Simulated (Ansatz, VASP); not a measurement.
Two plane-wave programs on GaN

```xyz
2
Lattice="0.0000 2.2977 2.2977 2.2977 0.0000 2.2977 2.2977 2.2977 0.0000" Properties=species:S:1:pos:R:3 pbc="T T T"
Ga    0.0000    0.0000    0.0000
N     1.1488    1.1488    1.1488
```

Alike in both runs: task single point; functional BLYP; dispersion D4; k mesh 10 × 10 × 10; occupations fermi-dirac, width 0.05 eV; no spin polarisation.

|  | VASP | Ansatz |
| --- | --- | --- |
| version | VASP 6.6.1 | Ansatz 0.2.0 |
| potentials or method | VASP PAW PBE potentials, release 64 (Ga_d, N_h) | Ansatz PAW |
| plane-wave cutoff (eV) | 1330 | 420 |
| valence electrons in the cell | 18 | 18 |

|  | VASP | Ansatz | Ansatz less VASP |
| --- | --- | --- | --- |
| gap on the k mesh at the Fermi level (eV) | 1.43 | 1.43 | +0.002 |
| least direct gap on the mesh (eV) | 1.43 | 1.43 | +0.002 |
| pressure (GPa) | -8.8 | -10.0 | -1.18 |

VASP's potentials were made for PBE, not for BLYP.
